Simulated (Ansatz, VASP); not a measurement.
## One calculation of Sr, two programs

File INCAR:

```
PREC = Accurate
ENCUT = 520
EDIFF = 1E-6
ISMEAR = 0
SIGMA = 0.1
LREAL = False
LASPH = True
NELM = 60
ALGO = Normal
ISIF = 2
LWAVE = False
LCHARG = False
GGA = PS
NBANDS = 17
```

File KPOINTS:

```
Automatic mesh
0
Gamma
  4 4 4
```

POSCAR

```
Sr
1.0
    0.0000000000      4.0263327112      4.0263327112
    4.0263327112      0.0000000000      4.0263327112
    4.0263327112      4.0263327112      0.0000000000
Sr
2
Direct
    0.5000000000      0.5000000000      0.5000000000
    0.7500000000      0.7500000000      0.7500000000
```

Input for Ansatz:

```yaml
crystal:
  lattice:
    - [0.0, 4.0263327112, 4.0263327112]
    - [4.0263327112, 0.0, 4.0263327112]
    - [4.0263327112, 4.0263327112, 0.0]
  atoms:
    - { symbol: Sr, position: [0.5, 0.5, 0.5] }
    - { symbol: Sr, position: [0.75, 0.75, 0.75] }
basis:
  ecutwfc: 420
kpoints:
  mp_grid: { grid: [4, 4, 4] }
hamiltonian:
  xc: pbesol
scf:
  occupations: { method: gaussian, width: 0.1 }
  lower_state_search: "off"
output:
  forces: true
  stress: true
  eigenvalues: true
```

Alike in both runs: task single point; functional PBEsol; k mesh 4 × 4 × 4; occupations gaussian, width 0.1 eV; no spin polarisation.

```csv
,VASP,Ansatz
version,VASP 6.6.1,Ansatz 0.2.0
potentials or method,"VASP PAW PBE potentials, release 64 (Sr_sv), cutoff 520 eV","scalar-relativistic, plane waves, PAW"
valence electrons in the cell,20,20
```

```csv
,VASP,Ansatz,Ansatz less VASP
gap on the k mesh at the Fermi level (eV),none,none,-
pressure (GPa),1.7,1.7,0.00
```

VASP's potentials were made for PBE, not for PBEsol. A gap of «none» marks a metal or a gap that the smearing closes. With one functional, cell and mesh, what is left measures potentials, basis and numerics.
